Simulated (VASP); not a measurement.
# Ti (Im-3m) in VASP: notebook

Runs on Ti. Level: PBE. Tasks: single point.

Everything below comes from runs of VASP 6.6.1. Logs are shortened: lines on timing, memory, paths and dates and some standing lists are left out, and cuts for length are marked.

## (1) The cell of the first run

The structure is cubic, space group Im-3m (No. 229). The conventional cell has a = 2.498 Å, b = 2.498 Å, c = 2.498 Å, α = 90.00°, β = 90.00°, γ = 90.00°. Within 2.9 Å of Ti (site symmetry m-3m) lie 14 Ti at 2.16 to 2.50 Å.

## (2) Single point, PBE (volume scaled by 0.45)

Input file INCAR:

```
PREC = Accurate
ENCUT = 520
EDIFF = 1E-6
ISMEAR = -1
SIGMA = 0.1
LREAL = False
LASPH = True
NELM = 100
ALGO = Normal
ISIF = 2
LWAVE = False
LCHARG = False
GGA = PE
NBANDS = 12
```

Input file KPOINTS:

```
Automatic mesh
0
Gamma
  16 16 16
```

Input file POSCAR:

```
Ti
1.0
   -1.2489591302      1.2489591302      1.2489591302
    1.2489591302     -1.2489591302      1.2489591302
    1.2489591302      1.2489591302     -1.2489591302
Ti
1
Direct
    0.0000000000      0.0000000000      0.0000000000
```

Potentials or basis: VASP PAW PBE potentials, release 64 (Ti_sv).

Started as:

```console
cat potpaw_PBE.64/Ti_sv/POTCAR > POTCAR
mpirun -np 1 vasp_std > vasp.out
```

OUTCAR:

```text
PREC = Accurate
   ENCUT = 520
   EDIFF = 1E-6
   ISMEAR = -1
   LREAL = False
   LASPH = True
   NELM = 100
   ISIF = 2
   GGA = PE

 ion  position               nearest neighbor table
   1  0.000  0.000  0.000-

  LATTYP: Found a body centered cubic cell.
 ALAT       =     2.4979182604

  Lattice vectors:

 A1 = (  -1.2489591302,   1.2489591302,   1.2489591302)
 A2 = (   1.2489591302,  -1.2489591302,   1.2489591302)
 A3 = (   1.2489591302,   1.2489591302,  -1.2489591302)

Analysis of symmetry for initial positions (statically):
=====================================================================
 Subroutine PRICEL returns:
 Original cell was already a primitive cell.

 Routine SETGRP: Setting up the symmetry group for a
 body centered cubic supercell.

 Subroutine GETGRP returns: Found 48 space group operations
 (whereof 48 operations were pure point group operations)
 out of a pool of 48 trial point group operations.

The static configuration has the point symmetry O_h .

Analysis of symmetry for dynamics (positions and initial velocities):
=====================================================================
 Subroutine PRICEL returns:
 Original cell was already a primitive cell.

 Routine SETGRP: Setting up the symmetry group for a
 body centered cubic supercell.

 Subroutine GETGRP returns: Found 48 space group operations
 (whereof 48 operations were pure point group operations)
 out of a pool of 48 trial point group operations.

The dynamic configuration has the point symmetry O_h .

 Subroutine INISYM returns: Found 48 space group operations
 (whereof 48 operations are pure point group operations),
 and found     1 'primitive' translations

----------------------------------------------------------------------------------------

                                     Primitive cell

  volume of cell :       7.7930

  direct lattice vectors                    reciprocal lattice vectors
    -1.248959130  1.248959130  1.248959130     0.000000000  0.400333356  0.400333356
     1.248959130 -1.248959130  1.248959130     0.400333356  0.000000000  0.400333356
     1.248959130  1.248959130 -1.248959130     0.400333356  0.400333356  0.000000000

  length of vectors
     2.163260670  2.163260670  2.163260670     0.566156861  0.566156861  0.566156861

  position of ions in fractional coordinates (direct lattice)
     0.000000000  0.000000000  0.000000000

  ion indices of the primitive-cell ions
   primitive index   ion index
                 1           1

----------------------------------------------------------------------------------------

 KPOINTS: Automatic mesh

Automatic generation of k-mesh.
 Grid dimensions read from file:
 generate k-points for:   16   16   16

 Generating k-lattice:

  Cartesian coordinates                     Fractional coordinates (reciprocal lattice)
     0.000000000  0.025020835  0.025020835     0.062500000  0.000000000  0.000000000
     0.025020835  0.000000000  0.025020835     0.000000000  0.062500000  0.000000000
     0.025020835  0.025020835  0.000000000     0.000000000  0.000000000  0.062500000

  Length of vectors
     0.035384804  0.035384804  0.035384804

  Shift w.r.t. Gamma in fractional coordinates (k-lattice)
     0.000000000  0.000000000  0.000000000

 Subroutine IBZKPT returns following result:
 ===========================================

 Found    145 irreducible k-points:

 Following reciprocal coordinates:
            Coordinates               Weight
  0.000000  0.000000  0.000000      1.000000
  0.062500  0.000000  0.000000     12.000000
  0.125000  0.000000  0.000000     12.000000
  0.187500  0.000000  0.000000     12.000000
  0.250000  0.000000  0.000000     12.000000
  0.312500  0.000000  0.000000     12.000000
[... 16 lines left out ...]
  0.187500  0.187500  0.000000     24.000000
  0.250000  0.187500  0.000000     48.000000
 [... further k-points ...]
   k-points           NKPTS =    145   k-points in BZ     NKDIM =    145   number of bands    NBANDS=     12
   number of dos      NEDOS =    301   number of ions     NIONS =      1
   total plane-waves  NPLWV =   4096
   dimension x,y,z NGX =    16 NGY =   16 NGZ =   16
   dimension x,y,z NGXF=    32 NGYF=   32 NGZF=   32
   ions per type =               1
   NGX,Y,Z   is equivalent  to a cutoff of  12.30, 12.30, 12.30 a.u.
   NGXF,Y,Z  is equivalent  to a cutoff of  24.59, 24.59, 24.59 a.u.
 SYSTEM =  unknown system
   PREC   = accura    normal or accurate (medium, high low for compatibility)
   ISTART =      0    job   : 0-new  1-cont  2-samecut
   ICHARG =      2    charge: 1-file 2-atom 10-const
   ISPIN  =      1    spin polarized calculation?
   LNONCOLLINEAR =      F non collinear calculations
   LSORBIT =      F    spin-orbit coupling
   LASPH  =      T    aspherical Exc in radial PAW
   ENCUT  =  520.0 eV  38.22 Ry    6.18 a.u.   4.02  4.02  4.02*2*pi/ulx,y,z
   NELM   =    100;   NELMIN=  2; NELMDL= -5     # of ELM steps
   EDIFF  = 0.1E-05   stopping-criterion for ELM
   LREAL  =      F    real-space projection
   EDIFFG = 0.1E-04   stopping-criterion for IOM
   NSW    =      0    number of steps for IOM
   IBRION =     -1    ionic relax: 0-MD 1-quasi-New 2-CG
   NFREE  =      0    steps in history (QN), initial steepest desc. (CG)
   ISIF   =      2    stress and relaxation
   ISYM   =      2    0-nonsym 1-usesym 2-fastsym
   POTIM  = 0.5000    time-step for ionic-motion
   TEBEG  =    0.0;   TEEND  =   0.0 temperature during run
   PSTRESS=    0.0 pullay stress
   NELECT =      12.0000    total number of electrons
   NUPDOWN=      -1.0000    fix difference up-down
   EMIN   =  10.00;   EMAX   =-10.00  energy-range for DOS
   EFERMI =   0.00;   METHOD = LEGACY
   ISMEAR =    -1;   SIGMA  =   0.10  broadening in eV -4-tet -1-fermi 0-gaus
   EFERMI_NEDOS =   21; number of points for ismear=-14 and -15
   IALGO  =     38    algorithm
   IMIX   =      4    mixing-type and parameters
     AMIX     =   0.40;   BMIX     =  1.00
     AMIX_MAG =   1.60;   BMIX_MAG =  1.00
  volume/ion in A,a.u.               =       7.79        52.59
  Fermi-wavevector in a.u.,A,eV,Ry     =   1.890458  3.572448 48.624926  3.573831
  Thomas-Fermi vector in A             =   2.931821
   LORBIT       =      0    0 simple, 1 ext, 2 COOP (PROOUT), +10 PAW based schemes
   GGA     = PE    functional components
   LHFCALC =     F    Hartree Fock is set to
   AEXX    =    0.0000 exact exchange contribution
   IVDW    =     0    specifies the selected vdW correction
   LEPSILON=     F    determine dielectric tensor
   LRPA    =     F    only Hartree local field effects (RPA)
 non-spin polarized calculation
  energy-cutoff  :      520.00
  volume of cell :        7.79
 maximum number of plane-waves:       236
   NGX =  7   NGY =  7   NGZ =  7

 number of electron      11.9999993 magnetization

 Free energy of the ion-electron system (eV)
  ---------------------------------------------------
  ext. energy  EPLUGINS =         0.00000000
  ---------------------------------------------------
  free energy    TOTEN  =        -3.04099954 eV

  energy without entropy =       -3.02939646  energy(sigma->0) =       -3.03519800

 E-fermi :  19.6041     XC(G=0): -15.8905

 val. band max:       19.5856183564   @ k =   0.1250   0.0625   0.0000
 cond. band min:      19.6175938278   @ k =  -0.2500   0.2500   0.1250
 fundamental gap:      0.0319754714
 Fermi energy:        19.6040736716

 k-point     1 :       0.0000    0.0000    0.0000
  band No.  band energies     occupation
      1     -37.7142      2.00000
      2      -9.7448      2.00000
      3      -9.7448      2.00000
      4      -9.7448      2.00000
      5      14.6993      2.00000
      6      20.5673      0.00013
      7      20.5673      0.00013
      8      20.5673      0.00013
      9      24.8475      0.00000
     10      24.8475      0.00000
     11      43.1477      0.00000
     12      43.1477      0.00000

 k-point     2 :       0.0625    0.0000    0.0000
  band No.  band energies     occupation
      1     -37.6443      2.00000
      2     -10.0066      2.00000
      3      -9.8166      2.00000
      4      -9.7512      2.00000
      5      15.0234      2.00000
      6      20.3847      0.00081
      7      20.5361      0.00018
      8      20.8443      0.00001
      9      24.5861      0.00000
     10      24.8496      0.00000
     11      43.3379      0.00000
     12      43.6002      0.00000

 k-point     3 :       0.1250    0.0000    0.0000
  band No.  band energies     occupation
      1     -37.4408      2.00000
      2     -10.7300      2.00000
      3     -10.0170      2.00000
      4      -9.7695      2.00000
      5      15.8391      2.00000
      6      19.8920      0.10641
      7      20.4281      0.00053
      8      21.6493      0.00000
      9      24.1103      0.00000
     10      24.8737      0.00000
     11      43.7487      0.00000
     12      44.6593      0.00000
[... 286 lines left out ...]
 k-point    23 :       0.1875    0.1875    0.0000
  band No.  band energies     occupation
      1     -36.2114      2.00000
      2     -13.8761      2.00000
      3     -11.2532      2.00000
      4     -10.2268      2.00000
      5      17.0082      2.00000
      6      18.2087      2.00000
      7      20.5855      0.00011
      8      23.7498      0.00000
      9      26.1972      0.00000
     10      28.3289      0.00000
     11      43.6876      0.00000
     12      44.2445      0.00000

 k-point    24 :       0.2500    0.1875    0.0000
  band No.  band energies     occupation
      1     -35.8594      2.00000
      2     -14.4971      2.00000
      3     -11.7669      2.00000
      4     -10.3166      2.00000
      5      16.5617      2.00000
      6      17.9307      2.00000
      7      21.3519      0.00000
      8      24.2084      0.00000
      9      26.5359      0.00000
     10      30.5506      0.00000
     11      42.5761      0.00000
     12      43.4397      0.00000

 [... further k-points ...]
[... 5 lines left out ...]
  --------------------------------------------------------------------------------------
  -------------------------------------------------------------------------------------
  Total       13.6002157     13.6002157     13.6002157      0.0000000      0.0000000      0.0000000
  in kB     2796.0936042   2796.0936042   2796.0936042      0.0000000      0.0000000      0.0000000
  external PRESSURE =    2796.0936042 kB  Pullay stress =       0.0000000 kB

 VOLUME and BASIS-vectors are now :
 -----------------------------------------------------------------------------
  energy-cutoff  :      520.00
  volume of cell :        7.79
      direct lattice vectors                 reciprocal lattice vectors
    -1.248959130  1.248959130  1.248959130     0.000000000  0.400333356  0.400333356
     1.248959130 -1.248959130  1.248959130     0.400333356  0.000000000  0.400333356
     1.248959130  1.248959130 -1.248959130     0.400333356  0.400333356  0.000000000

 POSITION                                       TOTAL-FORCE (eV/Angst)
 -----------------------------------------------------------------------------------
      0.00000      0.00000      0.00000        -0.000000     -0.000000     -0.000000
 -----------------------------------------------------------------------------------
    total drift:                                0.000000      0.000000      0.000000

  FREE ENERGIE OF THE ION-ELECTRON SYSTEM (eV)
  ---------------------------------------------------
  free  energy   TOTEN  =        -3.0409995359 eV

  energy  without entropy=       -3.0293964553  energy(sigma->0) =       -3.03519800
```

Run time: 23 s. Hardware: 1 thread of AMD EPYC 7R13, shared host; peak memory 0.09 GiB.

What came out:

| Item | Value |
| --- | --- |
| Free energy | -3.0410 eV |
| Pressure | 279.6 GPa |
| Band gap on the k mesh | zero (band 6 reaches 20.57 eV, above the bottom of band 7 at 18.17 eV) |

## (3) Single point, PBE (volume scaled by 0.55)

Input file INCAR:

```
SYSTEM = Ti
PREC     = Accurate       ! precision mode
ENCUT    = 520            ! plane-wave cutoff, eV
EDIFF    = 1E-7           ! SCF threshold, eV
ISMEAR   = -1             ! smearing method
SIGMA    = 0.1            ! smearing width, eV
LREAL    = .False.        ! projectors in reciprocal space
LASPH    = .True.         ! aspherical terms in the spheres
NELM     = 100            ! most SCF steps
ALGO     = Normal         ! electronic algorithm
ISIF     = 2              ! what is computed and relaxed
LWAVE    = .False.        ! write WAVECAR
LCHARG   = .True.         ! write CHGCAR
GGA      = PE             ! functional
LELF     = .True.         ! ELF
LVHAR    = .True.       
NBANDS   = 12             ! bands
```

Input file KPOINTS:

```
Automatic mesh
0
Gamma
  16 16 16
  0 0 0
```

Input file POSCAR:

```
Ti
1.0
   -1.3353597623      1.3353597623      1.3353597623
    1.3353597623     -1.3353597623      1.3353597623
    1.3353597623      1.3353597623     -1.3353597623
Ti
1
Direct
    0.0000000000      0.0000000000      0.0000000000
```

Potentials or basis: VASP PAW PBE potentials, release 64 (Ti_sv).

Started as:

```console
cat potpaw_PBE.64/Ti_sv/POTCAR > POTCAR
mpirun -np 1 vasp_std > vasp.out
```

OUTCAR:

```text
SYSTEM = Ti
   PREC = Accurate
   ENCUT = 520
   EDIFF = 1E-7
   ISMEAR = -1
   LREAL = .False.
   LASPH = .True.
   NELM = 100
   ISIF = 2
   GGA = PE

 ion  position               nearest neighbor table
   1  0.000  0.000  0.000-

  LATTYP: Found a body centered cubic cell.
 ALAT       =     2.6707195246

  Lattice vectors:

 A1 = (  -1.3353597623,   1.3353597623,   1.3353597623)
 A2 = (   1.3353597623,  -1.3353597623,   1.3353597623)
 A3 = (   1.3353597623,   1.3353597623,  -1.3353597623)

Analysis of symmetry for initial positions (statically):
=====================================================================
 Subroutine PRICEL returns:
 Original cell was already a primitive cell.

 Routine SETGRP: Setting up the symmetry group for a
 body centered cubic supercell.

 Subroutine GETGRP returns: Found 48 space group operations
 (whereof 48 operations were pure point group operations)
 out of a pool of 48 trial point group operations.

The static configuration has the point symmetry O_h .

Analysis of symmetry for dynamics (positions and initial velocities):
[... 159 lines left out ...]
 val. band max:       16.0501521298   @ k =  -0.3125  -0.4375   0.0625
 cond. band min:      16.0987607796   @ k =  -0.1875   0.2500   0.1250
 fundamental gap:      0.0486086499
 Fermi energy:        16.0635212840

 k-point     1 :       0.0000    0.0000    0.0000
  band No.  band energies     occupation
      1     -40.3484      2.00000
      2     -14.1801      2.00000
      3     -14.1801      2.00000
      4     -14.1801      2.00000
      5       9.9788      2.00000
      6      17.2004      0.00002
      7      17.2004      0.00002
      8      17.2004      0.00002
      9      20.6862      0.00000
     10      20.6862      0.00000
     11      37.9862      0.00000
     12      37.9862      0.00000
[... 331 lines left out ...]
 k-point    24 :       0.2500    0.1875    0.0000
  band No.  band energies     occupation
      1     -39.3267      2.00000
      2     -17.1466      2.00000
      3     -15.3947      2.00000
      4     -14.5191      2.00000
      5      13.4295      2.00000
      6      14.8339      1.99999
      7      16.7527      0.00203
      8      20.1233      0.00000
      9      21.8642      0.00000
     10      24.6396      0.00000
     11      35.8960      0.00000
     12      36.2476      0.00000

 [... further k-points ...]
[... 5 lines left out ...]
  --------------------------------------------------------------------------------------
  -------------------------------------------------------------------------------------
  Total        9.0791699      9.0791699      9.0791699     -0.0000000     -0.0000000     -0.0000000
  in kB     1527.2209616   1527.2209616   1527.2209616     -0.0000000     -0.0000000     -0.0000000
  external PRESSURE =    1527.2209616 kB  Pullay stress =       0.0000000 kB

 VOLUME and BASIS-vectors are now :
 -----------------------------------------------------------------------------
  energy-cutoff  :      520.00
  volume of cell :        9.52
      direct lattice vectors                 reciprocal lattice vectors
    -1.335359762  1.335359762  1.335359762     0.000000000  0.374430932  0.374430932
     1.335359762 -1.335359762  1.335359762     0.374430932  0.000000000  0.374430932
     1.335359762  1.335359762 -1.335359762     0.374430932  0.374430932  0.000000000

 POSITION                                       TOTAL-FORCE (eV/Angst)
 -----------------------------------------------------------------------------------
      0.00000      0.00000      0.00000        -0.000000      0.000000      0.000000
 -----------------------------------------------------------------------------------
    total drift:                                0.000000     -0.000000      0.000000

  FREE ENERGIE OF THE ION-ELECTRON SYSTEM (eV)
  ---------------------------------------------------
  free  energy   TOTEN  =        -5.2913588933 eV

  energy  without entropy=       -5.2693440535  energy(sigma->0) =       -5.28035147
```

stdout:

```text
POSCAR found type information on POSCAR Ti
 POSCAR found :  1 types and       1 ions
 scaLAPACK will be used
 LDA part: xc-table for (Slater+PW92), standard interpolation
 POSCAR, INCAR and KPOINTS ok, starting setup
 FFT: planning ... GRIDC
 FFT: planning ... GRID_SOFT
 FFT: planning ... GRID
 WAVECAR not read
 entering main loop
```

Run time: 36 s. Hardware: 1 thread of AMD EPYC 7R13, shared host; peak memory 0.1 GiB.

Results:

```yaml
Free_energy: -5.2914 eV
Pressure: 152.7 GPa
Band_gap_on_the_k_mesh: zero (band 6 reaches 17.20 eV, above the bottom of band 7 at 15.09 eV)
```

## (4) Single point, PBE (volume scaled by 0.65)

Input file INCAR:

```
SYSTEM = Ti
ALGO = Normal
EDIFF = 1E-6
ENCUT = 520
GGA = PE
ISIF = 2
ISMEAR = -1
LASPH = .True.
LCHARG = .False.
LREAL = .False.
LWAVE = .False.
NBANDS = 12
NELM = 100
PREC = Accurate
SIGMA = 0.1
```

Input file KPOINTS:

```
k-points
0
Gamma
  16 16 16
  0 0 0
```

Input file POSCAR:

```
Ti
1.0
   -1.4118281647      1.4118281647      1.4118281647
    1.4118281647     -1.4118281647      1.4118281647
    1.4118281647      1.4118281647     -1.4118281647
Ti
1
Direct
    0.0000000000      0.0000000000      0.0000000000
```

Started as:

```console
cat potpaw_PBE.64/Ti_sv/POTCAR > POTCAR
mpirun -np 1 vasp_std > vasp.out
```

Run time: 35 s. Hardware: 1 thread of AMD EPYC 7R13, shared host; peak memory 0.1 GiB.

It converged, with:

```
Free energy            : -6.5435 eV
Pressure               : 85.6 GPa
Band gap on the k mesh : zero (band 6 reaches 14.68 eV, above the bottom of band 7 at 12.81 eV)
```

Levels at points of the mesh, in eV from the Fermi level:
```csv
k point,band 2,band 3,band 4,band 5,band 6,band 7,band 8,band 9,band 10,band 11
"(0.00, 0.00, 0.00)",-30.88,-30.88,-30.88,-6.42,1.20,1.20,1.20,4.12,4.12,20.62
"(0.50, 0.00, 0.00)",-33.34,-31.59,-30.93,-3.83,-1.21,3.49,4.29,4.85,7.03,14.74
"(0.50, 0.50, 0.50)",-32.46,-32.46,-32.46,-4.18,-4.18,6.37,6.37,6.37,12.98,12.98
```

## (5) Overview

| cell | gap on the mesh (eV) | pressure (GPa) |
| --- | --- | --- |
| a = 2.163 Å, angles 109.5°, 1 atom | none | 279.6 |
| a = 2.313 Å, angles 109.5°, 1 atom | none | 152.7 |
| a = 2.445 Å, angles 109.5°, 1 atom | none | 85.6 |

Alike in all rows: task single point; level PBE; potentials or basis VASP PAW PBE potentials, release 64 (Ti_sv); no spin polarisation; k mesh 16 × 16 × 16; cutoff (eV) 520; smearing fermi-dirac 0.1 eV.

Absolute energies hang on the potentials; compare differences alone.
